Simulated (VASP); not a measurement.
# WSe2 in VASP: a series of runs

WSe2 is run at these levels: LDA, PBE+D3(BJ); tasks: single point.

All numbers are computed with VASP 6.6.1; they aren't measurements. Logs are shortened: lines on timing, memory, paths and dates and some standing lists are left out, and cuts for length are marked.

**1. The cell of the first run**

The cell holds a slab with vacuum, 6 atoms: a = 3.249 Å, b = 3.249 Å, c = 45.526 Å, α = 90.00°, β = 90.00°, γ = 120.00°.

**2. Single point, LDA**

File INCAR:

```
SYSTEM = WSe2
ALGO = Normal ; DIPOL = 0.5 0.5 0.500
EDIFF = 1E-6 ; ENCUT = 520
GGA = CA ; IDIPOL = 3
ISIF = 2 ; ISMEAR = 0
LASPH = .TRUE. ; LCHARG = .TRUE.
LDIPOL = .TRUE. ; LELF = .TRUE.
LREAL = .FALSE. ; LVACPOTAV = .TRUE.
LVHAR = .TRUE. ; LWAVE = .FALSE.
NBANDS = 35 ; NELM = 60
PREC = Accurate ; SIGMA = 0.02
```

File KPOINTS:

```
k-points
0
G
  9 9 1
  0 0 0
```

File POSCAR:

```
WSe2
1.0
    3.2486364897      0.0000000000      0.0000000000
   -1.6243182448      2.8134017277      0.0000000000
    0.0000000000      0.0000000000     45.5260804632
Se W
4 2
Direct
    0.3333333333      0.6666666667      0.3932431839
    0.3333333333      0.6666666667      0.4664222409
    0.6666666667      0.3333333333      0.5335777591
    0.6666666667      0.3333333333      0.6067568161
    0.6666666667      0.3333333333      0.4297922536
    0.3333333333      0.6666666667      0.5702077464
```

Potentials or basis: VASP PAW LDA potentials, release 64 (Se, W_sv).

Launch:

```console
$ cat potpaw_LDA.64/Se/POTCAR potpaw_LDA.64/W_sv/POTCAR > POTCAR
$ mpirun -np 1 vasp_std > vasp.out
```

OUTCAR:

```text
SYSTEM = WSe2
   EDIFF = 1E-6
   ENCUT = 520
   GGA = CA
   ISIF = 2
   ISMEAR = 0
   LASPH = .TRUE.
   LREAL = .FALSE.
   NELM = 60
   PREC = Accurate

 ion  position               nearest neighbor table
   1  0.333  0.667  0.393-   5 2.51   5 2.51   5 2.51
   2  0.333  0.667  0.466-   5 2.51   5 2.51   5 2.51
   3  0.667  0.333  0.534-   6 2.51   6 2.51   6 2.51
   4  0.667  0.333  0.607-   6 2.51   6 2.51   6 2.51
   5  0.667  0.333  0.430-   1 2.51   1 2.51   1 2.51   2 2.51   2 2.51   2 2.51
   6  0.333  0.667  0.570-   4 2.51   4 2.51   4 2.51   3 2.51   3 2.51   3 2.51

  LATTYP: Found a hexagonal cell.
 ALAT       =     3.2486364897
 C/A-ratio  =    14.0139041741

  Lattice vectors:

 A1 = (   3.2486364897,   0.0000000000,   0.0000000000)
 A2 = (  -1.6243182448,   2.8134017277,   0.0000000000)
 A3 = (   0.0000000000,   0.0000000000,  45.5260804632)

Analysis of symmetry for initial positions (statically):
=====================================================================
 Subroutine PRICEL returns:
 Original cell was already a primitive cell.

 Routine SETGRP: Setting up the symmetry group for a
 hexagonal supercell.

 Subroutine GETGRP returns: Found 12 space group operations
 (whereof 12 operations were pure point group operations)
 out of a pool of 24 trial point group operations.

The static configuration has the point symmetry D_3d.

Analysis of symmetry for dynamics (positions and initial velocities):
=====================================================================
 Subroutine PRICEL returns:
 Original cell was already a primitive cell.

 Routine SETGRP: Setting up the symmetry group for a
 hexagonal supercell.

 Subroutine GETGRP returns: Found 12 space group operations
 (whereof 12 operations were pure point group operations)
 out of a pool of 24 trial point group operations.

The dynamic configuration has the point symmetry D_3d.

 Subroutine INISYM returns: Found 12 space group operations
 (whereof 12 operations are pure point group operations),
 and found     1 'primitive' translations

----------------------------------------------------------------------------------------

                                     Primitive cell

  volume of cell :     416.0956

  direct lattice vectors                    reciprocal lattice vectors
     3.248636490  0.000000000  0.000000000     0.307821452  0.177720798  0.000000000
    -1.624318245  2.813401728  0.000000000     0.000000000  0.355441596  0.000000000
     0.000000000  0.000000000 45.526080463     0.000000000  0.000000000  0.021965431

  length of vectors
     3.248636490  3.248636490 45.526080463     0.355441596  0.355441596  0.021965431

  position of ions in fractional coordinates (direct lattice)
     0.333333333  0.666666667  0.393243184
     0.333333333  0.666666667  0.466422241
     0.666666667  0.333333333  0.533577759
     0.666666667  0.333333333  0.606756816
     0.666666667  0.333333333  0.429792254
     0.333333333  0.666666667  0.570207746

  ion indices of the primitive-cell ions
   primitive index   ion index
                 1           1
                 2           2
                 3           3
                 4           4
                 5           5
                 6           6

----------------------------------------------------------------------------------------

 KPOINTS: k-points

Automatic generation of k-mesh.
 Grid dimensions read from file:
 generate k-points for:    9    9    1

 Generating k-lattice:

  Cartesian coordinates                     Fractional coordinates (reciprocal lattice)
     0.034202384  0.019746755  0.000000000     0.111111111 -0.000000000  0.000000000
     0.000000000  0.039493511  0.000000000     0.000000000  0.111111111  0.000000000
     0.000000000  0.000000000  0.021965431     0.000000000  0.000000000  1.000000000

  Length of vectors
     0.039493511  0.039493511  0.021965431

  Shift w.r.t. Gamma in fractional coordinates (k-lattice)
     0.000000000  0.000000000  0.000000000

 Subroutine IBZKPT returns following result:
 ===========================================

 Found     12 irreducible k-points:

 Following reciprocal coordinates:
            Coordinates               Weight
  0.000000  0.000000  0.000000      1.000000
  0.111111 -0.000000  0.000000      6.000000
  0.222222 -0.000000  0.000000      6.000000
  0.333333 -0.000000  0.000000      6.000000
  0.444444 -0.000000  0.000000      6.000000
  0.111111  0.111111  0.000000      6.000000
  0.222222  0.111111  0.000000     12.000000
  0.333333  0.111111  0.000000     12.000000
  0.444444  0.111111  0.000000      6.000000
  0.222222  0.222222  0.000000      6.000000
  0.333333  0.222222  0.000000     12.000000
  0.333333  0.333333  0.000000      2.000000
   k-points           NKPTS =     12   k-points in BZ     NKDIM =     12   number of bands    NBANDS=     35
   number of dos      NEDOS =    301   number of ions     NIONS =      6
   total plane-waves  NPLWV = 201600
   dimension x,y,z NGX =    24 NGY =   24 NGZ =  350
   dimension x,y,z NGXF=    48 NGYF=   48 NGZF=  700
   ions per type =               4   2
   NGX,Y,Z   is equivalent  to a cutoff of  12.28, 12.28, 12.78 a.u.
   NGXF,Y,Z  is equivalent  to a cutoff of  24.56, 24.56, 25.56 a.u.
 SYSTEM =  WSe2
   PREC   = accura    normal or accurate (medium, high low for compatibility)
   ISTART =      0    job   : 0-new  1-cont  2-samecut
   ICHARG =      2    charge: 1-file 2-atom 10-const
   ISPIN  =      1    spin polarized calculation?
   LNONCOLLINEAR =      F non collinear calculations
   LSORBIT =      F    spin-orbit coupling
   LASPH  =      T    aspherical Exc in radial PAW
   ENCUT  =  520.0 eV  38.22 Ry    6.18 a.u.   6.04  6.04 84.65*2*pi/ulx,y,z
   NELM   =     60;   NELMIN=  2; NELMDL= -5     # of ELM steps
   EDIFF  = 0.1E-05   stopping-criterion for ELM
   LREAL  =      F    real-space projection
   EDIFFG = 0.1E-04   stopping-criterion for IOM
   NSW    =      0    number of steps for IOM
   IBRION =     -1    ionic relax: 0-MD 1-quasi-New 2-CG
   NFREE  =      0    steps in history (QN), initial steepest desc. (CG)
   ISIF   =      2    stress and relaxation
   ISYM   =      2    0-nonsym 1-usesym 2-fastsym
   POTIM  = 0.5000    time-step for ionic-motion
   TEBEG  =    0.0;   TEEND  =   0.0 temperature during run
   PSTRESS=    0.0 pullay stress
   NELECT =      52.0000    total number of electrons
   NUPDOWN=      -1.0000    fix difference up-down
   EMIN   =  10.00;   EMAX   =-10.00  energy-range for DOS
   EFERMI =   0.00;   METHOD = LEGACY
   ISMEAR =     0;   SIGMA  =   0.02  broadening in eV -4-tet -1-fermi 0-gaus
   EFERMI_NEDOS =   21; number of points for ismear=-14 and -15
   IALGO  =     38    algorithm
   IMIX   =      4    mixing-type and parameters
     AMIX     =   0.40;   BMIX     =  1.00
     AMIX_MAG =   1.60;   BMIX_MAG =  1.00
  volume/ion in A,a.u.               =      69.35       467.99
  Fermi-wavevector in a.u.,A,eV,Ry     =   0.818487  1.546715  9.114819  0.669920
  Thomas-Fermi vector in A             =   1.929122
   LORBIT       =      0    0 simple, 1 ext, 2 COOP (PROOUT), +10 PAW based schemes
   GGA     = CA    functional components
   LHFCALC =     F    Hartree Fock is set to
   AEXX    =    0.0000 exact exchange contribution
   IVDW    =     0    specifies the selected vdW correction
   LEPSILON=     F    determine dielectric tensor
   LRPA    =     F    only Hartree local field effects (RPA)
 non-spin polarized calculation
 Gauss-broadening in eV      SIGMA  =   0.02
  energy-cutoff  :      520.00
  volume of cell :      416.10
 maximum number of plane-waves:     11328
   NGX = 13   NGY = 13   NGZ =169

 number of electron      52.0000003 magnetization

 dipolmoment           0.000000      0.000000     -0.000000 electrons x Angstroem

 Free energy of the ion-electron system (eV)
  ---------------------------------------------------
  ext. energy  EPLUGINS =         0.00000000
  ---------------------------------------------------
  free energy    TOTEN  =       -48.37193191 eV

  energy without entropy =      -48.37193191  energy(sigma->0) =      -48.37193191

 E-fermi :  -1.7813     XC(G=0):  -3.4122

 val. band max:       -1.9102121874   @ k =   0.0000   0.0000   0.0000
 cond. band min:      -0.5394632531   @ k =   0.2222   0.1111   0.0000
 fundamental gap:      1.3707489343
 Fermi energy:        -1.7812625597

 k-point     1 :       0.0000    0.0000    0.0000
  band No.  band energies     occupation
      1     -75.5624      2.00000
      2     -75.5624      2.00000
      3     -40.1122      2.00000
      4     -40.1122      2.00000
      5     -39.9356      2.00000
      6     -39.9356      2.00000
[... 27 lines left out ...]
     34       1.3088      0.00000
     35       2.5408      0.00000

 k-point     2 :       0.1111   -0.0000    0.0000
  band No.  band energies     occupation
      1     -75.5609      2.00000
      2     -75.5609      2.00000
      3     -40.1058      2.00000
      4     -40.1058      2.00000
      5     -39.9684      2.00000
      6     -39.9684      2.00000
[... 27 lines left out ...]
     34       1.4022      0.00000
     35       3.0168      0.00000

 k-point     3 :       0.2222   -0.0000    0.0000
  band No.  band energies     occupation
      1     -75.5571      2.00000
      2     -75.5571      2.00000
      3     -40.0897      2.00000
      4     -40.0897      2.00000
      5     -40.0506      2.00000
      6     -40.0506      2.00000
[... 27 lines left out ...]
     34       2.0268      0.00000
     35       3.7028      0.00000
[... 267 lines left out ...]
 k-point    11 :       0.3333    0.2222    0.0000
  band No.  band energies     occupation
      1     -75.5486      2.00000
      2     -75.5486      2.00000
      3     -40.1692      2.00000
      4     -40.1692      2.00000
      5     -40.0648      2.00000
      6     -40.0648      2.00000
[... 27 lines left out ...]
     34       2.9097      0.00000
     35       3.6244      0.00000

 k-point    12 :       0.3333    0.3333    0.0000
  band No.  band energies     occupation
      1     -75.5478      2.00000
      2     -75.5478      2.00000
      3     -40.1414      2.00000
      4     -40.1414      2.00000
      5     -40.1126      2.00000
      6     -40.1126      2.00000
[... 27 lines left out ...]
     34       2.9966      0.00000
     35       4.1084      0.00000

------------------------ aborting loop because EDIFF is reached ----------------------------------------

 vacuum level on the upper side and lower side of the slab       (xc-potential included)        -0.122        -0.122

  FORCE on cell =-STRESS in cart. coord.  units (eV):
  Direction    XX          YY          ZZ          XY          YZ          ZX
  --------------------------------------------------------------------------------------
  -------------------------------------------------------------------------------------
  Total        0.5221080      0.5221080      0.6983538      0.0000000     -0.0000000      0.0000000
  in kB        2.0103784      2.0103784      2.6890132      0.0000000     -0.0000000      0.0000000
  external PRESSURE =       2.2365900 kB  Pullay stress =       0.0000000 kB

 VOLUME and BASIS-vectors are now :
 -----------------------------------------------------------------------------
  energy-cutoff  :      520.00
  volume of cell :      416.10
      direct lattice vectors                 reciprocal lattice vectors
     3.248636490  0.000000000  0.000000000     0.307821452  0.177720798  0.000000000
    -1.624318245  2.813401728  0.000000000     0.000000000  0.355441596  0.000000000
     0.000000000  0.000000000 45.526080463     0.000000000  0.000000000  0.021965431

 POSITION                                       TOTAL-FORCE (eV/Angst)
 -----------------------------------------------------------------------------------
     -0.00000      1.87560     17.90282        -0.000000      0.000000     -0.104766
     -0.00000      1.87560     21.23438         0.000000     -0.000000      0.100634
      1.62432      0.93780     24.29170         0.000000      0.000000     -0.100634
      1.62432      0.93780     27.62326         0.000000     -0.000000      0.104766
      1.62432      0.93780     19.56676         0.000000     -0.000000     -0.001225
     -0.00000      1.87560     25.95932        -0.000000      0.000000      0.001225
 -----------------------------------------------------------------------------------
    total drift:                                0.000000     -0.000000     -0.000000

  FREE ENERGIE OF THE ION-ELECTRON SYSTEM (eV)
  ---------------------------------------------------
  free  energy   TOTEN  =       -48.3719319135 eV

  energy  without entropy=      -48.3719319135  energy(sigma->0) =      -48.37193191

 vacuum level on the upper side and lower side of the slab         3.298         3.298
```

It took 2.9 min on 1 thread of Intel Xeon 6975P-C (Granite Rapids), shared host; peak memory 0.44 GiB.

What came out:

| Quantity | Value |
| --- | --- |
| Free energy | -48.3719 eV |
| Largest force | 0.105 eV/Å |
| Band gap on the k mesh | 1.37 eV, indirect (least direct gap 1.69 eV) |
| Ionisation potential of the upper face | 5.21 eV |

Forces on the atoms (eV/Å):
```
Se   0.000  0.000 -0.105
Se   0.000  0.000  0.101
Se   0.000  0.000 -0.101
Se   0.000  0.000  0.105
W    0.000  0.000 -0.001
W    0.000  0.000  0.001
```

Levels at points of the mesh, in eV from the valence-band top:
```
           k point  band 24  band 25  band 26  band 27  band 28  band 29
(0.00, 0.00, 0.00)    -1.33    -0.79     0.00     2.92     2.92     2.97
```

Caveat: spin-orbit coupling is left out, which moves the levels of the heavy elements.

[end of part 1 of 3]
